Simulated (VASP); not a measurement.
Write the native input for VASP 6.6.1 that does the following.

| Property | Result |
| --- | --- |
| Task | single point |
| Functional | PBE |
| Potentials or basis | VASP PAW PBE potentials, release 64 (Si, Sn_d) |
| Cutoff | 520 eV |
| k mesh | 6 × 6 × 4 |
| Occupations | gaussian, width 0.1 eV |
| Spin | no spin polarisation |
| Dipole correction | no |
| Further INCAR settings | ALGO = Normal; EDIFF = 1e-07; NBANDS = 18 |

The structure of Si2Sn lies in POSCAR:

```
Si2Sn
1.0
    3.8629934461      0.0000000000      0.0000000000
    0.0000000000      3.8629934461      0.0000000000
    0.0000000000      0.0000000000      4.8534859054
Si Sn
2 1
Direct
    0.5000000000      0.5000000000      0.0000000000
    0.5000000000      0.5000000000      0.5000000000
    0.0000000000      0.0000000000      0.5000000000
```

The cell was generated, and may not be a known phase.

These files were run (other wordings do the same):

INCAR

```
ALGO = Normal
EDIFF = 1E-7
ENCUT = 520
GGA = PE
ISIF = 2
ISMEAR = 0
LASPH = True
LCHARG = False
LREAL = False
LWAVE = False
NBANDS = 18
NELM = 80
PREC = Accurate
SIGMA = 0.1
```

KPOINTS

```
k-points
0
Gamma
  6 6 4
```

Potentials or basis: VASP PAW PBE potentials, release 64 (Si, Sn_d).

Command:

```console
$ cat potpaw_PBE.64/Si/POTCAR potpaw_PBE.64/Sn_d/POTCAR > POTCAR
$ mpirun -np 1 vasp_std > vasp.out
```

It gave:

- Pressure: -0.1 GPa
- Band gap on the k mesh: zero (bands 11 and 12 overlap by 2.84 eV)

Caveat: spin-orbit coupling is left out, which moves the levels of the heavy elements.

Wall time 32 s on 1 thread of AMD EPYC 7R13, on a shared host, peak memory 0.16 GiB.
